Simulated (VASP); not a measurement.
Wanted: the native input for a VASP 6.6.1 run.

```
Task                   : relaxation of cell and atoms
Functional             : PBE
Potentials or basis    : VASP PAW PBE potentials, release 64 (C_h)
Cutoff                 : 1300 eV
k mesh                 : 21 × 21 × 6
Occupations            : gaussian, width 0.1 eV
Spin                   : no spin polarisation
Dipole correction      : no
Further INCAR settings : ALGO = Normal; EDIFF = 1e-07; IBRION = 2; EDIFFG = -0.005; NSW = 70; ISIF = 3
```

The structure of C lies in POSCAR:

```
C
1.0
    2.4649740423      0.0000000000      0.0000000000
   -1.2324870212      2.1347301403      0.0000000000
    0.0000000000      0.0000000000      6.7441727653
C
4
Direct
    0.0000000000      0.0000000000      0.2500000000
    0.0000000000      0.0000000000      0.7500000000
    0.3333333333      0.6666666667      0.2500000000
    0.6666666667      0.3333333333      0.7500000000
```

The input as run:

INCAR

```
SYSTEM = C
PREC     = Accurate       ! precision mode
ENCUT    = 1300           ! plane-wave cutoff, eV
EDIFF    = 1E-7           ! SCF threshold, eV
ISMEAR   = 0              ! smearing method
SIGMA    = 0.1            ! smearing width, eV
LREAL    = .FALSE.        ! projectors in reciprocal space
LASPH    = .TRUE.         ! aspherical terms in the spheres
NELM     = 120            ! most SCF steps
ALGO     = Normal         ! electronic algorithm
ISIF     = 3              ! what is computed and relaxed
LWAVE    = .FALSE.        ! write WAVECAR
LCHARG   = .FALSE.        ! write CHGCAR
GGA      = PE             ! functional
IBRION   = 2              ! ionic algorithm
NSW      = 70             ! ionic steps
EDIFFG   = -0.005         ! ionic threshold
GGA_COMPAT= .FALSE.      
NELMIN   = 4
```

KPOINTS

```
regular mesh
0
G
  21 21 6
  0 0 0
```

Potentials or basis: VASP PAW PBE potentials, release 64 (C_h).

Run with:

```sh
$ cat potpaw_PBE.64/C_h/POTCAR > POTCAR
$ mpirun -np 1 vasp_std > vasp.out
```

It gave:

```json
{"Relaxed volume": "10.84 Å³/atom", "Relaxed cell": "a = 2.466 Å, b = 2.466 Å, c = 8.235 Å, α = 90.00°, β = 90.00°, γ = 120.00°", "Space group after relaxing (to 0.1 Å)": "P6_3/mmc (No. 194)", "Energy gained by relaxing": "12.5 meV/atom", "Ionic steps": "17", "Pressure after relaxing": "0.0 GPa", "Band gap on the k mesh": "zero (filled and empty bands touch)"}
```

Caveat: the volume moved by over 15 % at a fixed basis, so the end points are rough; this functional lacks dispersion, which binds layers or chains, so the pressure and a relaxed spacing across them are unreliable.

Run time: 26 min on 1 thread of Intel(R) Xeon(R) 6975P-C (Granite Rapids) (shared host), peak memory 0.48 GiB.
